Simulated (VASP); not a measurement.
# CdS (P3m1) in VASP: a series of runs

The runs below take CdS through relaxation of cell and atoms, single point, with PBEsol-based screened hybrid with 25 % exact exchange, revPBE, LDA, revPBE+D3(BJ), HSE06.

All numbers are computed with VASP 6.6.1; they aren't measurements. Logs are shortened: lines on timing, memory, paths and dates and some standing lists are left out, and cuts for length are marked.

## 1. The cell of the first run

The structure is trigonal, space group P3m1 (No. 156). The conventional cell has a = 4.261 Å, b = 4.261 Å, c = 5.804 Å, α = 90.00°, β = 90.00°, γ = 120.00°. Cd (site symmetry 3m) has 3 S at 2.46 Å within 3.2 Å. S (site symmetry 3m) has 3 Cd at 2.46 Å within 3.2 Å.

## 2. Relaxation of cell and atoms, PBEsol-based screened hybrid with 25 % exact exchange

The input, POSCAR:

```
CdS
1.0
    4.2611695877      0.0000000000      0.0000000000
   -2.1305847939      3.6902811128      0.0000000000
    0.0000000000      0.0000000000      5.8041729400
Cd S
1 1
Direct
    0.0000000000      0.0000000000      0.4426919200
    0.6666666667      0.3333333333      0.4343080800
```

The input, INCAR.step1:

```
SYSTEM = CdS
PREC     = Accurate       ! precision mode
ENCUT    = 600            ! plane-wave cutoff, eV
EDIFF    = 1E-5           ! SCF threshold, eV
ISMEAR   = -1             ! smearing method
SIGMA    = 0.05           ! smearing width, eV
LREAL    = .FALSE.        ! projectors in reciprocal space
LASPH    = .TRUE.         ! aspherical terms in the spheres
NELM     = 60             ! most SCF steps
ALGO     = Normal         ! electronic algorithm
LWAVE    = .TRUE.         ! write WAVECAR
LCHARG   = .FALSE.        ! write CHGCAR
GGA      = PE             ! functional
NBANDS   = 16             ! bands
```

The input, INCAR.step2:

```
SYSTEM = CdS
PREC     = Accurate       ! precision mode
ENCUT    = 600            ! plane-wave cutoff, eV
EDIFF    = 1E-7           ! SCF threshold, eV
ISMEAR   = -1             ! smearing method
SIGMA    = 0.05           ! smearing width, eV
LREAL    = .FALSE.        ! projectors in reciprocal space
LASPH    = .TRUE.         ! aspherical terms in the spheres
NELM     = 60             ! most SCF steps
ALGO     = Normal         ! electronic algorithm
ISIF     = 3              ! what is computed and relaxed
LWAVE    = .FALSE.        ! write WAVECAR
LCHARG   = .FALSE.        ! write CHGCAR
GGA      = PS             ! functional
LHFCALC  = .TRUE.         ! exact exchange
AEXX     = 0.25           ! exact-exchange fraction
HFSCREEN = 0.207          ! screening, 1/A
PRECFOCK = Normal       
IBRION   = 2              ! ionic algorithm
NSW      = 60             ! ionic steps
EDIFFG   = -0.01          ! ionic threshold
ISTART   = 1
```

The input, KPOINTS:

```
Automatic mesh
0
G
  4 4 3
  0 0 0
```

Potentials or basis: VASP PAW PBE potentials, release 64 (Cd, S).

Command:

```bash
cat potpaw_PBE.64/Cd/POTCAR potpaw_PBE.64/S/POTCAR > POTCAR
cp INCAR.step1 INCAR
mpirun -np 1 vasp_std > vasp.out
cp INCAR.step2 INCAR
mpirun -np 1 vasp_std > vasp.out
```

OUTCAR:

```text
SYSTEM = CdS
   PREC = Accurate
   ENCUT = 600
   EDIFF = 1E-7
   ISMEAR = -1
   LREAL = .FALSE.
   LASPH = .TRUE.
   NELM = 60
   ISIF = 3
   GGA = PS
   LHFCALC = .TRUE.
   AEXX = 0.25
   HFSCREEN = 0.207
   PRECFOCK = Normal
   IBRION = 2
   NSW = 60
   EDIFFG = -0.01
   ISTART = 1

 ion  position               nearest neighbor table
   1  0.000  0.000  0.443-   2 2.46   2 2.46   2 2.46
   2  0.667  0.333  0.434-   1 2.46   1 2.46   1 2.46

  LATTYP: Found a hexagonal cell.
 ALAT       =     4.2611695877
 C/A-ratio  =     1.3621079426

  Lattice vectors:

 A1 = (   4.2611695877,   0.0000000000,   0.0000000000)
 A2 = (  -2.1305847939,   3.6902811128,   0.0000000000)
 A3 = (   0.0000000000,   0.0000000000,   5.8041729400)

Analysis of symmetry for initial positions (statically):
=====================================================================
 Subroutine PRICEL returns:
 Original cell was already a primitive cell.

 Routine SETGRP: Setting up the symmetry group for a
 hexagonal supercell.

 Subroutine GETGRP returns: Found  6 space group operations
 (whereof  6 operations were pure point group operations)
 out of a pool of 24 trial point group operations.

The static configuration has the point symmetry C_3v.

Analysis of symmetry for dynamics (positions and initial velocities):
=====================================================================
 Subroutine PRICEL returns:
 Original cell was already a primitive cell.

 Routine SETGRP: Setting up the symmetry group for a
 hexagonal supercell.

 Subroutine GETGRP returns: Found  6 space group operations
 (whereof  6 operations were pure point group operations)
 out of a pool of 24 trial point group operations.

The dynamic configuration has the point symmetry C_3v.

 Subroutine INISYM returns: Found  6 space group operations
 (whereof  6 operations are pure point group operations),
 and found     1 'primitive' translations

----------------------------------------------------------------------------------------

                                     Primitive cell

  volume of cell :      91.2701

  direct lattice vectors                    reciprocal lattice vectors
     4.261169588  0.000000000  0.000000000     0.234677353  0.135491033  0.000000000
    -2.130584794  3.690281113  0.000000000     0.000000000  0.270982066  0.000000000
     0.000000000  0.000000000  5.804172940     0.000000000  0.000000000  0.172289835

  length of vectors
     4.261169588  4.261169588  5.804172940     0.270982066  0.270982066  0.172289835

  position of ions in fractional coordinates (direct lattice)
     0.000000000  0.000000000  0.442691920
     0.666666667  0.333333333  0.434308080

  ion indices of the primitive-cell ions
   primitive index   ion index
                 1           1
                 2           2

----------------------------------------------------------------------------------------

 KPOINTS: Automatic mesh

Automatic generation of k-mesh.
 Grid dimensions read from file:
 generate k-points for:    4    4    3

 Generating k-lattice:

  Cartesian coordinates                     Fractional coordinates (reciprocal lattice)
     0.058669338  0.033872758  0.000000000     0.250000000 -0.000000000  0.000000000
     0.000000000  0.067745516  0.000000000     0.000000000  0.250000000  0.000000000
     0.000000000  0.000000000  0.057429945     0.000000000  0.000000000  0.333333333

  Length of vectors
     0.067745516  0.067745516  0.057429945

  Shift w.r.t. Gamma in fractional coordinates (k-lattice)
     0.000000000  0.000000000  0.000000000

 Subroutine IBZKPT returns following result:
 ===========================================

 Found      9 irreducible k-points:

 Following reciprocal coordinates:
            Coordinates               Weight
  0.000000  0.000000  0.000000      1.000000
  0.250000 -0.000000  0.000000      6.000000
  0.500000 -0.000000  0.000000      3.000000
  0.250000  0.250000  0.000000      6.000000
  0.000000  0.000000  0.333333      2.000000
  0.250000 -0.000000  0.333333      6.000000
  0.000000  0.250000  0.333333      6.000000
  0.500000 -0.000000  0.333333      6.000000
  0.250000  0.250000  0.333333     12.000000
   k-points           NKPTS =      9   k-points in BZ     NKDIM =     48   number of bands    NBANDS=     13
   number of dos      NEDOS =    301   number of ions     NIONS =      2
   total plane-waves  NPLWV =  62208
   dimension x,y,z NGX =    36 NGY =   36 NGZ =   48
   dimension x,y,z NGXF=    72 NGYF=   72 NGZF=   96
   ions per type =               1   1
   NGX,Y,Z   is equivalent  to a cutoff of  14.05, 14.05, 13.75 a.u.
   NGXF,Y,Z  is equivalent  to a cutoff of  28.09, 28.09, 27.50 a.u.
 SYSTEM =  CdS
   PREC   = accura    normal or accurate (medium, high low for compatibility)
   ISTART =      1    job   : 0-new  1-cont  2-samecut
   ICHARG =      0    charge: 1-file 2-atom 10-const
   ISPIN  =      1    spin polarized calculation?
   LNONCOLLINEAR =      F non collinear calculations
   LSORBIT =      F    spin-orbit coupling
   LASPH  =      T    aspherical Exc in radial PAW
   ENCUT  =  600.0 eV  44.10 Ry    6.64 a.u.   8.51  8.51 11.59*2*pi/ulx,y,z
   NELM   =     60;   NELMIN=  2; NELMDL=  0     # of ELM steps
   EDIFF  = 0.1E-06   stopping-criterion for ELM
   LREAL  =      F    real-space projection
   EDIFFG = -.1E-01   stopping-criterion for IOM
   NSW    =     60    number of steps for IOM
   IBRION =      2    ionic relax: 0-MD 1-quasi-New 2-CG
   NFREE  =      1    steps in history (QN), initial steepest desc. (CG)
   ISIF   =      3    stress and relaxation
   ISYM   =      3    0-nonsym 1-usesym 2-fastsym
   POTIM  = 0.5000    time-step for ionic-motion
   TEBEG  =    0.0;   TEEND  =   0.0 temperature during run
   PSTRESS=    0.0 pullay stress
   NELECT =      18.0000    total number of electrons
   NUPDOWN=      -1.0000    fix difference up-down
   EMIN   =  10.00;   EMAX   =-10.00  energy-range for DOS
   EFERMI =   0.00;   METHOD = LEGACY
   ISMEAR =    -1;   SIGMA  =   0.05  broadening in eV -4-tet -1-fermi 0-gaus
   EFERMI_NEDOS =   21; number of points for ismear=-14 and -15
   IALGO  =     38    algorithm
   IMIX   =      1    mixing-type and parameters
     AMIX     =   0.40;   BMIX     =  1.00
     AMIX_MAG =   1.60;   BMIX_MAG =  1.00
  volume/ion in A,a.u.               =      45.64       307.96
  Fermi-wavevector in a.u.,A,eV,Ry     =   0.952919  1.800756 12.354841  0.908055
  Thomas-Fermi vector in A             =   2.081527
   LORBIT       =      0    0 simple, 1 ext, 2 COOP (PROOUT), +10 PAW based schemes
   GGA     = PS    functional components
   LHFCALC =     T    Hartree Fock is set to
   PRECFOCK=normal    Normal, Fast or Accurate (Low or Medium for compatibility)
   ENCUT4O =  -1.0   cutoff for four orbital integrals eV
   NKREDX  =     1    reduce k-point grid by
   NKREDY  =     1    reduce k-point grid by
   NKREDZ  =     1    reduce k-point grid by
   AEXX    =    0.2500 exact exchange contribution
   HFSCREEN=    0.2070 screening length (either q_TF or 0.3 A-1)
   HFSCREENC=   0.2070 screening length for correlation (either q_TF or 0.3 A-1)
   ENCUTFOCK=  -1.0 apply spherical cutoff to Coloumb kernel
   IVDW    =     0    specifies the selected vdW correction
   LEPSILON=     F    determine dielectric tensor
   LRPA    =     F    only Hartree local field effects (RPA)
 conjugate gradient relaxation of ions
 non-spin polarized calculation
  energy-cutoff  :      600.00
  volume of cell :       91.27
 maximum number of plane-waves:      3101
 NGX is ok and might be reduce to    36
  NGX = 28; NGY = 28; NGZ = 36

--------------------------------------- Ionic step        1  -------------------------------------------

 number of electron      17.9999999 magnetization

 Free energy of the ion-electron system (eV)
  ---------------------------------------------------
  ext. energy  EPLUGINS =         0.00000000
  ---------------------------------------------------
  free energy    TOTEN  =        -7.41327426 eV

  energy without entropy =       -7.41327426  energy(sigma->0) =       -7.41327426

------------------------ aborting loop because EDIFF is reached ----------------------------------------

  FORCE on cell =-STRESS in cart. coord.  units (eV):
  Direction    XX          YY          ZZ          XY          YZ          ZX
  --------------------------------------------------------------------------------------
  -------------------------------------------------------------------------------------
  Total       -1.2574455     -1.2574455     -0.0033595      0.0000000      0.0000000     -0.0000000
  in kB      -22.0734974    -22.0734974     -0.0589743      0.0000000      0.0000000     -0.0000000
  external PRESSURE =     -14.7353231 kB  Pullay stress =       0.0000000 kB
[... 57 lines left out ...]
  energy  without entropy=       -7.4161867898  energy(sigma->0) =       -7.41618679

--------------------------------------- Ionic step        3  -------------------------------------------

 number of electron      18.0000007 magnetization

 Free energy of the ion-electron system (eV)
  ---------------------------------------------------
  ext. energy  EPLUGINS =         0.00000000
  ---------------------------------------------------
  free energy    TOTEN  =        -7.43419607 eV

  energy without entropy =       -7.43419607  energy(sigma->0) =       -7.43419607

 E-fermi :  -1.4135     XC(G=0):  -5.2829

 val. band max:       -2.5658291590   @ k =   0.0000   0.0000   0.3333
 cond. band min:      -0.0243936424   @ k =   0.0000   0.0000   0.0000
 fundamental gap:      2.5414355165
 Fermi energy:        -1.4135311741

 k-point     1 :       0.0000    0.0000    0.0000
  band No.  band energies     occupation
      1     -15.6104      2.00000
      2     -11.5068      2.00000
      3     -11.5068      2.00000
      4     -10.9480      2.00000
      5     -10.9480      2.00000
      6     -10.6653      2.00000
      7      -4.0128      2.00000
      8      -2.5691      2.00000
      9      -2.5691      2.00000
     10      -0.0244      0.00000
     11       3.8420      0.00000
     12       5.4821      0.00000
     13       5.4821      0.00000
[... 155 lines left out ...]
  FREE ENERGIE OF THE ION-ELECTRON SYSTEM (eV)
  ---------------------------------------------------
  free  energy   TOTEN  =        -7.4341960728 eV

  energy  without entropy=       -7.4341960727  energy(sigma->0) =       -7.43419607

 reached required accuracy - stopping structural energy minimisation
```

Wall time 86 min (1 thread of Intel Xeon 8259CL, shared host); peak memory 0.37 GiB.

Results:

```
Free energy                           : -7.4342 eV
Relaxed cell                          : a = 4.193 Å, b = 4.193 Å, c = 5.804 Å, α = 90.00°, β = 90.00°, γ = 120.00°
Space group after relaxing (to 0.1 Å) : P-6m2 (No. 187)
Energy gained by relaxing             : 10.5 meV/atom
Ionic steps                           : 3
Pressure after relaxing               : 0.0 GPa
Largest force after relaxing          : 0.010 eV/Å
Band gap on the k mesh                : 2.54 eV
```

Forces in eV/Å, atoms in the order of the input:
```
Cd   0.000  0.000 -0.010
S    0.000  0.000  0.010
```

The path:
```
step  energy change (eV)  largest force (eV/Å)  pressure (GPa)  volume (Å³)
   1              0.0000                0.0233           -1.47        91.27
   2             -0.0029                0.0041            1.57        85.81
   3             -0.0209                0.0098           -0.01        88.36
```

Final structure:
```
Cd S
1.0
     4.19283    0.00000    0.00000
    -2.09641    3.63110    0.00000
     0.00000    0.00000    5.80392
Cd S
1 1
Direct
  0.00000 0.00000 0.44259
  0.66667 0.33333 0.43441
```

Levels at points of the mesh, in eV from the valence-band top:
```csv
k point,band 5,band 6,band 7,band 8,band 9,band 10,band 11,band 12,band 13
"(0.00, 0.00, 0.00)",-8.38,-8.10,-1.45,0.00,0.00,2.54,6.41,8.05,8.05
"(0.50, 0.00, 0.00)",-8.40,-7.87,-4.06,-1.52,-0.40,4.78,6.02,7.79,8.29
```

Caveat: the k points lie up to 0.43 Å⁻¹ apart in the final cell; the relaxation moved the vacuum too, so the length across it says nothing of the material; the PAW data sets were made with another functional, which shifts forces and pressure a little. A k mesh can miss the band edges.

## 3. Relaxation of cell and atoms, revPBE

The input, INCAR:

```
ALGO = Normal
EDIFF = 1E-7
EDIFFG = -0.01
ENCUT = 630
GGA = RE
GGA_COMPAT = F
IBRION = 2
ISIF = 3
ISMEAR = -1
LASPH = T
LCHARG = F
LREAL = F
LWAVE = F
NELM = 120
NELMIN = 4
NSW = 60
PREC = Accurate
SIGMA = 0.05
```

The input, KPOINTS:

```
k-points
0
Gamma
  7 7 5
```

POSCAR is that of step 2.

Potentials or basis: VASP PAW PBE potentials, release 64 (Cd_sv_GW, S).

Command:

```bash
cat potpaw_PBE.64/Cd_sv_GW/POTCAR potpaw_PBE.64/S/POTCAR > POTCAR
mpirun -np 1 vasp_std > vasp.out
```

Wall time 92 s (1 thread of Intel Xeon 6975P-C (Granite Rapids), shared host); peak memory 0.29 GiB.

The run converged. Its results:

```yaml
Free_energy: -5.2904 eV
Relaxed_cell: a = 4.281 Å, b = 4.281 Å, c = 5.805 Å, α = 90.00°, β = 90.00°, γ = 120.00°
Space_group_after_relaxing_to_0.1_Å: P-6m2 (No. 187)
Energy_gained_by_relaxing: 0.8 meV/atom
Ionic_steps: 3
Pressure_after_relaxing: 0.0 GPa
Band_gap_on_the_k_mesh: 1.55 eV
```

Forces on the atoms (eV/Å):
```
Cd   0.000  0.000 -0.003
S    0.000  0.000  0.003
```

Step by step:
| step | energy change (eV) | largest force (eV/Å) | pressure (GPa) | volume (Å³) |
| --- | --- | --- | --- | --- |
| 1 | 0.0000 | 0.0008 | 0.40 | 91.27 |
| 2 | -0.0008 | 0.0048 | -0.27 | 92.78 |
| 3 | -0.0016 | 0.0026 | 0.00 | 92.14 |

Final structure:
```cif
data_structure
_symmetry_space_group_name_H-M 'P 1'
_symmetry_Int_Tables_number 1
_cell_length_a 4.2812
_cell_length_b 4.2812
_cell_length_c 5.8048
_cell_angle_alpha 90.000
_cell_angle_beta 90.000
_cell_angle_gamma 120.000
_cell_volume 92.14
loop_
_atom_site_label
_atom_site_type_symbol
_atom_site_fract_x
_atom_site_fract_y
_atom_site_fract_z
_atom_site_occupancy
Cd1 Cd 0.00000 0.00000 0.44270 1
S1 S 0.66667 0.33333 0.43430 1
```

Levels at points of the mesh, in eV from the valence-band top:
| k point | band 11 | band 12 | band 13 | band 14 | band 15 | band 16 |
| --- | --- | --- | --- | --- | --- | --- |
| (0.00, 0.00, 0.00) | -0.99 | 0.00 | 0.00 | 1.55 | 5.73 | 6.97 |

Caveat: the relaxation moved the vacuum too, so the length across it says nothing of the material; the PAW data sets were made with another functional, which shifts forces and pressure a little.

## 4. Single point, LDA, non-collinear spin, zero start, spin-orbit coupling

The input, INCAR:

```
SYSTEM = CdS
ALGO = Normal
EDIFF = 1E-6
ENCUT = 630
GGA_COMPAT = .FALSE.
ISIF = 2
ISMEAR = -1
LASPH = .TRUE.
LCHARG = .TRUE.
LORBIT = 11
LORBMOM = .TRUE.
LREAL = .FALSE.
LSORBIT = .TRUE.
LVHAR = .TRUE.
LWAVE = .FALSE.
MAGMOM = 0 0 0 0 0 0
NBANDS = 38
NELM = 200
PREC = Accurate
SIGMA = 0.05
```

The input, KPOINTS:

```
k-points
0
G
  5 5 4
  0 0 0
```

POSCAR is that of step 3.

Potentials or basis: VASP PAW LDA potentials, release 64 (Cd_sv_GW, S).

Command:

```bash
cat potpaw_LDA.64/Cd_sv_GW/POTCAR potpaw_LDA.64/S/POTCAR > POTCAR
mpirun -np 1 vasp_ncl > vasp.out
```

It took 4 min on 1 thread of AMD EPYC 7R13 (Zen 3), shared host; peak memory 0.45 GiB.

It converged, with:

```
Free energy                                           : -7.0279 eV
Pressure                                              : -2.5 GPa
Largest force                                         : 0.025 eV/Å
Net moment                                            : 0.00 μB per cell
Valence electrons inside the program's atomic spheres : Cd 17.66; S 3.69
```

Forces on the atoms (eV/Å):
```
Cd   0.000  0.000 -0.025
S    0.000  0.000  0.025
```

Stress tensor (GPa, compression positive):
```
-3.69  0.00  0.00
 0.00 -3.69  0.00
 0.00  0.00 -0.17
```

Moments on the atoms (μB; x, y, z):
```
Cd  0.00 0.00 0.00
S   0.00 0.00 0.00
```

[end of part 1 of 2]

The gap in the log of VASP goes by the Fermi energy; the results here count the filled bands.